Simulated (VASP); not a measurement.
Here is a VASP 6.6.1 calculation.

Contents of INCAR:

```
SYSTEM = ZnF2
  PREC = Accurate
  ENCUT = 600
  EDIFF = 1E-6
  ISMEAR = 0
  SIGMA = 0.02
  LREAL = .FALSE.
  LASPH = .TRUE.
  NELM = 120
  ALGO = Normal
  ISIF = 2
  LWAVE = .FALSE.
  LCHARG = .TRUE.
  GGA = PE
  LELF = .TRUE.
  LVHAR = .TRUE.
  NBANDS = 35
  GGA_COMPAT = .FALSE.
```

KPOINTS

```
Automatic mesh
0
G
  6 6 8
  0 0 0
```

File POSCAR:

```
ZnF2
1.0
    4.7404417032      0.0000000000      0.0000000000
    0.0000000000      4.7404417032      0.0000000000
    0.0000000000      0.0000000000      3.1581580596
Zn F
2 4
Direct
    0.0000000000      0.0000000000      0.0000000000
    0.5000000000      0.5000000000      0.5000000000
    0.3033309277      0.3033309277      0.0000000000
    0.1966690723      0.8033309277      0.5000000000
    0.6966690723      0.6966690723      0.0000000000
    0.8033309277      0.1966690723      0.5000000000
```

Potentials or basis: VASP PAW PBE potentials, release 64 (Zn, F).

The run is started by

```console
$ cat potpaw_PBE.64/Zn/POTCAR potpaw_PBE.64/F/POTCAR > POTCAR
$ mpirun -np 1 vasp_std > vasp.out
```

Question: What does it give for the pressure?

Answer: 3.7 GPa.

Question: What does it give for the band gap on the k mesh?

Answer: 3.46 eV, direct.

Question: Estimate the largest force.

Answer: 0.007 eV/Å.

Forces in eV/Å, atoms in the order of the input:
```
Zn   0.000  0.000  0.000
Zn   0.000  0.000  0.000
F   -0.005 -0.005  0.000
F    0.005 -0.005  0.000
F    0.005  0.005  0.000
F   -0.005  0.005  0.000
```

 A k mesh can miss the band edges.
